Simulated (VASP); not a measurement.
# BaH2Pd2 (P1) in VASP: notebook

BaH2Pd2 is run at these levels: PBE; tasks: single point.

Program: VASP 6.6.1. These are calculated values, not measurements. Logs are shortened: lines on timing, memory, paths and dates and some standing lists are left out, and cuts for length are marked.

### 1 The cell of the first run

The typed cell holds 10 atoms: a = 4.179 Å, b = 4.179 Å, c = 10.121 Å, α = 90.00°, β = 90.00°, γ = 90.00°.

### 2 Single point, PBE

Input file INCAR:

```
SYSTEM = BaH2Pd2
PREC = Accurate
ENCUT = 520
EDIFF = 1E-6
ISMEAR = 1
SIGMA = 0.15
LREAL = .False.
LASPH = .True.
NELM = 60
ALGO = Normal
ISIF = 2
LWAVE = .False.
LCHARG = .False.
GGA = PE
NBANDS = 43
```

Input file KPOINTS:

```
Automatic mesh
0
Gamma
  4 4 2
  0 0 0
```

Input file POSCAR:

```
BaH2Pd2
1.0
    4.1788830000      0.0000000000      0.0000000000
    0.0000000000      4.1788830000      0.0000000000
    0.0000000000      0.0000000000     10.1212540000
H Pd Ba
4 4 2
Direct
   -0.0061545155      0.5397724703      0.8612776638
    0.5028829474     -0.0150647912      0.1366167671
   -0.0288352174      0.0114499497      0.5066303049
    0.4685505672      0.4895296183      0.4977961229
   -0.0027232157      0.0000813615      0.0003421513
    0.5001970622      0.5013263114      0.0004052857
    0.0024109313      0.4958741367      0.6306694803
    0.5033155989      0.0021144406      0.3682063507
   -0.0026703308      0.5021255680      0.2532184253
    0.5006565152     -0.0018459478      0.7470565406
```

Potentials or basis: VASP PAW PBE potentials, release 64 (H, Pd, Ba_sv).

On the command line:

```console
$ cat potpaw_PBE.64/H/POTCAR potpaw_PBE.64/Pd/POTCAR potpaw_PBE.64/Ba_sv/POTCAR > POTCAR
$ mpirun -np 1 vasp_std > vasp.out
```

OUTCAR:

```text
SYSTEM = BaH2Pd2
   PREC = Accurate
   ENCUT = 520
   EDIFF = 1E-6
   ISMEAR = 1
   LREAL = .False.
   LASPH = .True.
   NELM = 60
   ISIF = 2
   GGA = PE

 ion  position               nearest neighbor table
   1  0.994  0.540  0.861-
   2  0.503  0.985  0.137-
   3  0.971  0.011  0.507-
   4  0.469  0.490  0.498-
   5  0.997  0.000  0.000-   6 2.94   6 2.95   6 2.96   6 2.97  10 3.30   9 3.30   9 3.31  10 3.32

   6  0.500  0.501  0.000-   5 2.94   5 2.95   5 2.96   5 2.97   9 3.30  10 3.30   9 3.31  10 3.32

   7  0.002  0.496  0.631-  10 3.17  10 3.18  10 3.18  10 3.19   9 3.82
   8  0.503  0.002  0.368-   9 3.16   9 3.16   9 3.19   9 3.19  10 3.83
   9  0.997  0.502  0.253-   8 3.16   8 3.16   8 3.19   8 3.19   6 3.30   5 3.30   5 3.31   6 3.31
                             7 3.82
  10  0.501  0.998  0.747-   7 3.17   7 3.18   7 3.18   7 3.19   5 3.30   6 3.30   6 3.32   5 3.32
                             8 3.83

  LATTYP: Found a simple tetragonal cell.
 ALAT       =     4.1788830000
 C/A-ratio  =     2.4219998502

  Lattice vectors:

 A1 = (   4.1788830000,   0.0000000000,   0.0000000000)
 A2 = (   0.0000000000,   4.1788830000,   0.0000000000)
 A3 = (   0.0000000000,   0.0000000000,  10.1212540000)

Analysis of symmetry for initial positions (statically):
=====================================================================
 Subroutine PRICEL returns:
 Original cell was already a primitive cell.

 Routine SETGRP: Setting up the symmetry group for a
 simple tetragonal supercell.

 Subroutine GETGRP returns: Found  1 space group operations
 (whereof  1 operations were pure point group operations)
 out of a pool of 16 trial point group operations.

The static configuration has the point symmetry C_1 .

Analysis of symmetry for dynamics (positions and initial velocities):
=====================================================================
 Subroutine PRICEL returns:
 Original cell was already a primitive cell.

 Routine SETGRP: Setting up the symmetry group for a
 simple tetragonal supercell.

 Subroutine GETGRP returns: Found  1 space group operations
 (whereof  1 operations were pure point group operations)
 out of a pool of 16 trial point group operations.

The dynamic configuration has the point symmetry C_1 .

 Subroutine INISYM returns: Found  1 space group operations
 (whereof  1 operations are pure point group operations),
 and found     1 'primitive' translations

----------------------------------------------------------------------------------------

                                     Primitive cell

  volume of cell :     176.7481

  direct lattice vectors                    reciprocal lattice vectors
     4.178883000  0.000000000  0.000000000     0.239298396  0.000000000  0.000000000
     0.000000000  4.178883000  0.000000000     0.000000000  0.239298396  0.000000000
     0.000000000  0.000000000 10.121254000     0.000000000  0.000000000  0.098801986

  length of vectors
     4.178883000  4.178883000 10.121254000     0.239298396  0.239298396  0.098801986

  position of ions in fractional coordinates (direct lattice)
     0.993845484  0.539772470  0.861277664
     0.502882947  0.984935209  0.136616767
     0.971164783  0.011449950  0.506630305
     0.468550567  0.489529618  0.497796123
     0.997276784  0.000081362  0.000342151
     0.500197062  0.501326311  0.000405286
     0.002410931  0.495874137  0.630669480
     0.503315599  0.002114441  0.368206351
     0.997329669  0.502125568  0.253218425
     0.500656515  0.998154052  0.747056541

  ion indices of the primitive-cell ions
   primitive index   ion index
                 1           1
                 2           2
                 3           3
                 4           4
                 5           5
                 6           6
                 7           7
                 8           8
                 9           9
                10          10

----------------------------------------------------------------------------------------

 KPOINTS: Automatic mesh

Automatic generation of k-mesh.
 Grid dimensions read from file:
 generate k-points for:    4    4    2

 Generating k-lattice:

  Cartesian coordinates                     Fractional coordinates (reciprocal lattice)
     0.059824599  0.000000000  0.000000000     0.250000000  0.000000000  0.000000000
     0.000000000  0.059824599  0.000000000     0.000000000  0.250000000  0.000000000
     0.000000000  0.000000000  0.049400993     0.000000000  0.000000000  0.500000000

  Length of vectors
     0.059824599  0.059824599  0.049400993

  Shift w.r.t. Gamma in fractional coordinates (k-lattice)
     0.000000000  0.000000000  0.000000000

 Subroutine IBZKPT returns following result:
 ===========================================

 Found     20 irreducible k-points:

 Following reciprocal coordinates:
            Coordinates               Weight
  0.000000  0.000000  0.000000      1.000000
  0.250000  0.000000  0.000000      2.000000
  0.000000  0.250000  0.000000      2.000000
  0.500000  0.000000  0.000000      1.000000
  0.000000  0.500000  0.000000      1.000000
  0.250000  0.250000  0.000000      2.000000
[... 12 lines left out ...]
 -0.250000  0.500000  0.500000      2.000000
  0.500000  0.500000  0.500000      1.000000
   k-points           NKPTS =     20   k-points in BZ     NKDIM =     20   number of bands    NBANDS=     43
   number of dos      NEDOS =    301   number of ions     NIONS =     10
   total plane-waves  NPLWV =  81920
   dimension x,y,z NGX =    32 NGY =   32 NGZ =   80
   dimension x,y,z NGXF=    64 NGYF=   64 NGZF=  160
   ions per type =               4   4   2
   NGX,Y,Z   is equivalent  to a cutoff of  12.73, 12.73, 13.14 a.u.
   NGXF,Y,Z  is equivalent  to a cutoff of  25.46, 25.46, 26.28 a.u.
 SYSTEM =  BaH2Pd2
   PREC   = accura    normal or accurate (medium, high low for compatibility)
   ISTART =      0    job   : 0-new  1-cont  2-samecut
   ICHARG =      2    charge: 1-file 2-atom 10-const
   ISPIN  =      1    spin polarized calculation?
   LNONCOLLINEAR =      F non collinear calculations
   LSORBIT =      F    spin-orbit coupling
   LASPH  =      T    aspherical Exc in radial PAW
   ENCUT  =  520.0 eV  38.22 Ry    6.18 a.u.   7.77  7.77 18.82*2*pi/ulx,y,z
   NELM   =     60;   NELMIN=  2; NELMDL= -5     # of ELM steps
   EDIFF  = 0.1E-05   stopping-criterion for ELM
   LREAL  =      F    real-space projection
   EDIFFG = 0.1E-04   stopping-criterion for IOM
   NSW    =      0    number of steps for IOM
   IBRION =     -1    ionic relax: 0-MD 1-quasi-New 2-CG
   NFREE  =      0    steps in history (QN), initial steepest desc. (CG)
   ISIF   =      2    stress and relaxation
   ISYM   =      2    0-nonsym 1-usesym 2-fastsym
   POTIM  = 0.5000    time-step for ionic-motion
   TEBEG  =    0.0;   TEEND  =   0.0 temperature during run
   PSTRESS=    0.0 pullay stress
   NELECT =      64.0000    total number of electrons
   NUPDOWN=      -1.0000    fix difference up-down
   EMIN   =  10.00;   EMAX   =-10.00  energy-range for DOS
   EFERMI =   0.00;   METHOD = LEGACY
   ISMEAR =     1;   SIGMA  =   0.15  broadening in eV -4-tet -1-fermi 0-gaus
   EFERMI_NEDOS =   21; number of points for ismear=-14 and -15
   IALGO  =     38    algorithm
   IMIX   =      4    mixing-type and parameters
     AMIX     =   0.40;   BMIX     =  1.00
     AMIX_MAG =   1.60;   BMIX_MAG =  1.00
  volume/ion in A,a.u.               =      17.67       119.28
  Fermi-wavevector in a.u.,A,eV,Ry     =   1.166854  2.205035 18.524993  1.361549
  Thomas-Fermi vector in A             =   2.303362
   LORBIT       =      0    0 simple, 1 ext, 2 COOP (PROOUT), +10 PAW based schemes
   GGA     = PE    functional components
   LHFCALC =     F    Hartree Fock is set to
   AEXX    =    0.0000 exact exchange contribution
   IVDW    =     0    specifies the selected vdW correction
   LEPSILON=     F    determine dielectric tensor
   LRPA    =     F    only Hartree local field effects (RPA)
 non-spin polarized calculation
 Methfessel and Paxton  Order N= 1 SIGMA  =   0.15
  energy-cutoff  :      520.00
  volume of cell :      176.75
 maximum number of plane-waves:      4788
   NGX = 15   NGY = 15   NGZ = 37

 number of electron      64.0000004 magnetization

 Free energy of the ion-electron system (eV)
  ---------------------------------------------------
  ext. energy  EPLUGINS =         0.00000000
  ---------------------------------------------------
  free energy    TOTEN  =       -37.25163361 eV

  energy without entropy =      -37.24986143  energy(sigma->0) =      -37.25104289

 E-fermi :   4.1633     XC(G=0): -10.0571

 val. band max:        4.1514018820   @ k =   0.2500   0.0000   0.0000
 cond. band min:       4.2047115000   @ k =   0.5000   0.5000   0.5000
 fundamental gap:      0.0533096180
 Fermi energy:         4.1633388534

 k-point     1 :       0.0000    0.0000    0.0000
  band No.  band energies     occupation
      1     -23.4021      2.00000
      2     -23.3877      2.00000
      3      -8.8159      2.00000
      4      -8.7002      2.00000
      5      -8.5160      2.00000
      6      -8.5109      2.00000
[... 35 lines left out ...]
     42       8.9121      0.00000
     43       8.9273      0.00000

 k-point     2 :       0.2500    0.0000    0.0000
  band No.  band energies     occupation
      1     -23.3838      2.00000
      2     -23.3695      2.00000
      3      -8.8110      2.00000
      4      -8.7947      2.00000
      5      -8.7467      2.00000
      6      -8.6667      2.00000
[... 820 lines left out ...]
 k-point    20 :       0.5000    0.5000    0.5000
  band No.  band energies     occupation
      1     -23.3337      2.00000
      2     -23.3195      2.00000
      3      -8.9659      2.00000
      4      -8.9633      2.00000
      5      -8.9465      2.00000
      6      -8.9445      2.00000
[... 35 lines left out ...]
     42       7.6726      0.00000
     43       8.6095      0.00000

------------------------ aborting loop because EDIFF is reached ----------------------------------------

  FORCE on cell =-STRESS in cart. coord.  units (eV):
  Direction    XX          YY          ZZ          XY          YZ          ZX
  --------------------------------------------------------------------------------------
  -------------------------------------------------------------------------------------
  Total       -3.8218085     -4.6740549     -9.5628068     -0.0337129     -0.8580776      0.1067472
  in kB      -34.6437387    -42.3691396    -86.6844537     -0.3055986     -7.7782592      0.9676368
  external PRESSURE =     -54.5657773 kB  Pullay stress =       0.0000000 kB

 VOLUME and BASIS-vectors are now :
 -----------------------------------------------------------------------------
  energy-cutoff  :      520.00
  volume of cell :      176.75
      direct lattice vectors                 reciprocal lattice vectors
     4.178883000  0.000000000  0.000000000     0.239298396  0.000000000  0.000000000
     0.000000000  4.178883000  0.000000000     0.000000000  0.239298396  0.000000000
     0.000000000  0.000000000 10.121254000     0.000000000  0.000000000  0.098801986

 POSITION                                       TOTAL-FORCE (eV/Angst)
 -----------------------------------------------------------------------------------
      4.15316      2.25565      8.71721        -0.007789      0.045677     -0.123661
      2.10149      4.11593      1.38273         0.013784     -0.017419      0.109292
      4.05838      0.04785      5.12773        -0.187651      0.042837      0.098486
      1.95802      2.04569      5.03832        -0.199006     -0.009156     -0.029907
      4.16750      0.00034      0.00346        -0.006612     -0.186813     -0.007739
      2.09026      2.09498      0.00410         0.011702      0.064005      0.016849
      0.01007      2.07220      6.38317         0.223043     -0.052898     -0.907492
      2.10330      0.00884      3.72671         0.187706      0.067647      0.823528
      4.16772      2.09832      2.56289         0.014407     -0.004290      0.307836
      2.09219      4.17117      7.56115        -0.049584      0.050409     -0.287192
 -----------------------------------------------------------------------------------
    total drift:                                0.000095     -0.000145     -0.000139

  FREE ENERGIE OF THE ION-ELECTRON SYSTEM (eV)
  ---------------------------------------------------
  free  energy   TOTEN  =       -37.2516336146 eV

  energy  without entropy=      -37.2498614299  energy(sigma->0) =      -37.25104289
```

It took 2.7 min on 1 thread of Intel Xeon Platinum 8259CL at 2.50GHz (Skylake/Cascade Lake), shared host; peak memory 0.34 GiB.

Results:

| Quantity | Value |
| --- | --- |
| Free energy | -37.2516 eV |
| Pressure | -5.5 GPa |
| Largest force | 0.936 eV/Å |
| Band gap on the k mesh | zero (bands 32 and 33 overlap by 0.16 eV) |

Forces in eV/Å, atoms in the order of the input:
```
H   -0.008  0.046 -0.124
H    0.014 -0.017  0.109
H   -0.188  0.043  0.098
H   -0.199 -0.009 -0.030
Pd  -0.007 -0.187 -0.008
Pd   0.012  0.064  0.017
Pd   0.223 -0.053 -0.907
Pd   0.188  0.068  0.824
Ba   0.014 -0.004  0.308
Ba  -0.050  0.050 -0.287
```

Caveat: the k points lie up to 0.38 Å⁻¹ apart; spin-orbit coupling is left out, which moves the levels of the heavy elements.

### 3 Single point, PBE

Input file INCAR:

```
PREC = Accurate
ENCUT = 520
EDIFF = 1E-7
ISMEAR = 1
SIGMA = 0.15
LREAL = F
LASPH = T
NELM = 100
ALGO = Normal
ISIF = 2
LWAVE = F
LCHARG = F
GGA = PE
NBANDS = 43
```

Input file KPOINTS:

```
Automatic mesh
0
Gamma
  4 4 2
```

Input file POSCAR:

```
BaH2Pd2
1.0
    4.1788830000      0.0000000000      0.0000000000
    0.0000000000      4.1788830000      0.0000000000
    0.0000000000      0.0000000000     10.1212540000
H Pd Ba
4 4 2
Direct
   -0.0128835864      0.5835901603      0.8538263144
    0.5063252549     -0.0316094038      0.1417926079
   -0.0649900942      0.0251234600      0.5148099238
    0.4291062947      0.4778839226      0.4951804391
   -0.0056574927      0.0001213243      0.0007091019
    0.5004124308      0.5027707165      0.0008436702
    0.0050664256      0.4914145718      0.6302240809
    0.5069361837      0.0044102694      0.3674314467
   -0.0055440652      0.5044127821      0.2534767925
    0.5013528735     -0.0038220740      0.7470955674
```

Potentials or basis: VASP PAW PBE potentials, release 64 (H, Pd, Ba_sv).

On the command line:

```console
$ cat potpaw_PBE.64/H/POTCAR potpaw_PBE.64/Pd/POTCAR potpaw_PBE.64/Ba_sv/POTCAR > POTCAR
$ mpirun -np 1 vasp_std > vasp.out
```

It took 2.8 min on 1 thread of Intel Xeon Platinum 8259CL at 2.50GHz (Skylake/Cascade Lake), shared host; peak memory 0.34 GiB.

The run converged. Its results:

```
Free energy            : -37.3956 eV
Pressure               : -5.2 GPa
Largest force          : 0.999 eV/Å
Band gap on the k mesh : zero (bands 32 and 33 overlap by 0.23 eV)
```

Forces on the atoms (eV/Å):
```
H    0.012  0.015 -0.175
H    0.030 -0.022  0.249
H   -0.315  0.116  0.093
H   -0.394 -0.035  0.040
Pd  -0.016 -0.338 -0.076
Pd   0.016  0.121  0.051
Pd   0.431 -0.116 -0.893
Pd   0.343  0.145  0.683
Ba   0.033 -0.027  0.289
Ba  -0.140  0.141 -0.261
```

Stress tensor (GPa, compression positive):
```
-2.65 -0.13  0.19
-0.13 -4.26 -1.67
 0.19 -1.67 -8.63
```

Levels at points of the mesh, in eV from the Fermi level:
```csv
k point,band 30,band 31,band 32,band 33,band 34,band 35
"(0.00, 0.00, 0.00)",-0.73,-0.07,0.06,0.87,1.06,2.04
"(0.50, 0.00, 0.00)",-1.47,-1.06,-1.04,0.01,0.12,2.24
"(0.00, 0.50, 0.00)",-1.49,-1.11,-0.97,-0.17,0.19,2.27
"(0.50, 0.50, 0.00)",-1.21,-0.86,-0.82,0.49,0.54,1.73
"(0.00, 0.00, 0.50)",-0.73,-0.47,-0.07,0.88,1.94,2.06
"(0.50, 0.00, 0.50)",-1.47,-1.13,-1.10,0.78,0.81,1.07
"(0.00, 0.50, 0.50)",-1.45,-1.18,-1.00,0.47,0.71,0.96
"(0.50, 0.50, 0.50)",-1.21,-0.87,-0.83,0.16,0.19,1.67
```

Caveat: the k points lie up to 0.38 Å⁻¹ apart; spin-orbit coupling is left out, which moves the levels of the heavy elements.

The gap in the log of VASP goes by the Fermi energy; the results here count the filled bands.